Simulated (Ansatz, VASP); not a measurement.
## One calculation of TaN, two programs

File INCAR:

```
SYSTEM = TaN
PREC = Accurate
ENCUT = 600
EDIFF = 1E-6
ISMEAR = -1
SIGMA = 0.02
LREAL = .FALSE.
LASPH = .TRUE.
NELM = 120
ALGO = Normal
ISIF = 2
LWAVE = .FALSE.
LCHARG = .FALSE.
GGA = PE
NBANDS = 15
GGA_COMPAT = .FALSE.
```

Contents of KPOINTS:

```
Automatic mesh
0
G
  9 9 9
  0 0 0
```

File POSCAR:

```
TaN
1.0
    0.0000000000      2.1348965245      2.1348965245
    2.1348965245      0.0000000000      2.1348965245
    2.1348965245      2.1348965245      0.0000000000
Ta N
1 1
Direct
    0.5000000000      0.5000000000      0.5000000000
    0.0000000000      0.0000000000      0.0000000000
```

Input for Ansatz:

```yaml
crystal:
  lattice:
    - [0.0, 2.1348965245, 2.1348965245]
    - [2.1348965245, 0.0, 2.1348965245]
    - [2.1348965245, 2.1348965245, 0.0]
  atoms:
    - { symbol: Ta, position: [0.5, 0.5, 0.5] }
    - { symbol: "N", position: [0.0, 0.0, 0.0] }
kpoints:
  mp_grid: { grid: [9, 9, 9] }
scf:
  occupations: { method: fermi_dirac, width: 0.02 }
hamiltonian:
  xc: pbe
  pseudopotentials: { kind: all_electron, lapw: { basis_error: 0.0005 } }
output:
  forces: true
  stress: true
  eigenvalues: true
```

Change from the starting cell: volume scaled by 0.9405.

Alike in both runs: task single point; functional PBE; k mesh 9 × 9 × 9; occupations fermi-dirac, width 0.02 eV; no spin polarisation.

|  | VASP | Ansatz |
| --- | --- | --- |
| version | VASP 6.6.1 | Ansatz 0.2.0 |
| potentials or method | VASP PAW PBE potentials, release 64 (Ta_pv, N), cutoff 600 eV | all-electron LAPW, scalar-relativistic |

VASP gave:

| Item | Value |
| --- | --- |
| pressure (GPa) | 43.2 |

Q: Estimate Ansatz's values.

A: Pressure (GPa): 41.7.

Both programs put the cell under a high pressure, so it lies far from rest at this level. Ansatz ran all-electron here, and VASP with PAW potentials.

Neither program's run includes spin-orbit coupling.
